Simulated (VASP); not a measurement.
Here is a VASP 6.6.1 calculation.

Contents of INCAR:

```
SYSTEM = ZnS
ALGO = Normal
EDIFF = 1E-8
ENCUT = 520
GGA = PE
ISIF = 2
ISMEAR = -1
LASPH = .True.
LCHARG = .False.
LEFG = .True.
LREAL = .False.
LWAVE = .False.
NBANDS = 66
NELM = 100
PREC = Accurate
SIGMA = 0.02
```

KPOINTS

```
k-points
0
Gamma
  8 8 2
  0 0 0
```

POSCAR

```
ZnS
1.0
    3.8079618786      0.0000000000      0.0000000000
   -1.9039809393      3.2977917235      0.0000000000
    0.0000000000      0.0000000000     18.6787437300
Zn S
6 6
Direct
    0.3333333333      0.6666666667      0.8332648200
    0.6666666667      0.3333333333      0.3332648200
    0.6666666667      0.3333333333      0.6668637300
    0.3333333333      0.6666666667      0.1668637300
    0.0000000000      0.0000000000      0.4999412100
    0.0000000000      0.0000000000      0.9999412100
    0.3333333333      0.6666666667      0.9581155900
    0.6666666667      0.3333333333      0.4581155900
    0.6666666667      0.3333333333      0.7917082100
    0.3333333333      0.6666666667      0.2917082100
    0.0000000000      0.0000000000      0.6251074300
    0.0000000000      0.0000000000      0.1251074300
```

Potentials or basis: VASP PAW PBE potentials, release 64 (Zn, S).

Command:

```bash
$ cat potpaw_PBE.64/Zn/POTCAR potpaw_PBE.64/S/POTCAR > POTCAR
$ mpirun -np 1 vasp_std > vasp.out
```

Question: What does it give for the pressure?

Answer: 2.5 GPa.

Question: What does it give for the largest force?

Answer: 0.011 eV/Å.

Question: What does it give for the band gap on the k mesh?

Answer: 2.18 eV.

Forces in eV/Å, atoms in the order of the input:
```
Zn   0.000  0.000 -0.001
Zn   0.000  0.000 -0.001
Zn   0.000  0.000 -0.003
Zn   0.000  0.000 -0.003
Zn   0.000  0.000  0.011
Zn   0.000  0.000  0.011
S    0.000  0.000  0.001
S    0.000  0.000  0.001
S    0.000  0.000 -0.007
S    0.000  0.000 -0.007
S    0.000  0.000 -0.001
S    0.000  0.000 -0.001
```

Caveat: without QUAD_EFG the Cq values of the log hold for a quadrupole moment of 1 mb, not for the nuclei. A k mesh can miss the band edges.
